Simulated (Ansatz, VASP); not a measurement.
# Two plane-wave programs on Si2Ni

INCAR

```
SYSTEM = Si2Ni
PREC     = Accurate       ! precision mode
ENCUT    = 600            ! plane-wave cutoff, eV
EDIFF    = 1E-6           ! SCF threshold, eV
ISMEAR   = -1             ! smearing method
SIGMA    = 0.05           ! smearing width, eV
LREAL    = .FALSE.        ! projectors in reciprocal space
LASPH    = .TRUE.         ! aspherical terms in the spheres
NELM     = 200            ! most SCF steps
ALGO     = Normal         ! electronic algorithm
ISIF     = 2              ! what is computed and relaxed
LWAVE    = .FALSE.        ! write WAVECAR
LCHARG   = .FALSE.        ! write CHGCAR
ISPIN    = 2              ! spin polarisation
MAGMOM   = 1 0 0          ! initial moments
LORBIT   = 11             ! projections on sites
LMAXMIX  = 4              ! l up to which the mixer works
GGA      = CA             ! functional
NBANDS   = 20             ! bands
GGA_COMPAT= .FALSE.
```

File KPOINTS:

```
regular mesh
0
G
  9 9 9
  0 0 0
```

File POSCAR:

```
Si2Ni
1.0
    0.0000000000      2.7209011839      2.7209011839
    2.7209011839      0.0000000000      2.7209011839
    2.7209011839      2.7209011839      0.0000000000
Ni Si
1 2
Direct
    0.0000000000      0.0000000000      0.0000000000
    0.7500000000      0.7500000000      0.7500000000
    0.2500000000      0.2500000000      0.2500000000
```

File input.yaml:

```yaml
crystal:
  lattice:
    - [0.0, 2.7209011839, 2.7209011839]
    - [2.7209011839, 0.0, 2.7209011839]
    - [2.7209011839, 2.7209011839, 0.0]
  atoms:
    - { symbol: Ni, position: [0.0, 0.0, 0.0], spin: 1.0 }
    - { symbol: Si, position: [0.75, 0.75, 0.75] }
    - { symbol: Si, position: [0.25, 0.25, 0.25] }
hamiltonian:
  xc: lda
  pseudopotentials: { kind: paw }
magnetization:
  spin_polarized: true
kpoints:
  mp_grid: { grid: [9, 9, 9] }
scf:
  occupations: { method: fermi_dirac, width: 0.05 }
output:
  forces: true
  stress: true
  eigenvalues: true
```

Alike in both runs: task single point; functional LDA; k mesh 9 × 9 × 9; occupations fermi-dirac, width 0.05 eV; collinear spin.

|  | VASP | Ansatz |
| --- | --- | --- |
| version | VASP 6.6.1 | Ansatz 0.2.0 |
| potentials or method | VASP PAW LDA potentials, release 64 (Ni, Si) | Ansatz PAW |
| plane-wave cutoff (eV) | 600 | 420 |
| valence electrons in the cell | 18 | 26 |

Ansatz gave:

* gap on the k mesh at the Fermi level (eV): none
* pressure (GPa): -7.1
* net moment per atom (μB): 0.00

What did VASP give for the same quantities?

gap on the k mesh at the Fermi level (eV): none; pressure (GPa): -6.9; net moment per atom (μB): 0.00.

LDA's correlation is that of Perdew and Zunger in VASP and of Perdew and Wang (1992) in Ansatz. A gap of «none» marks a metal or a gap that the smearing closes. VASP's potentials hold 18 valence electrons a cell and Ansatz's 26, so a difference there can come from the potentials and not from the codes.
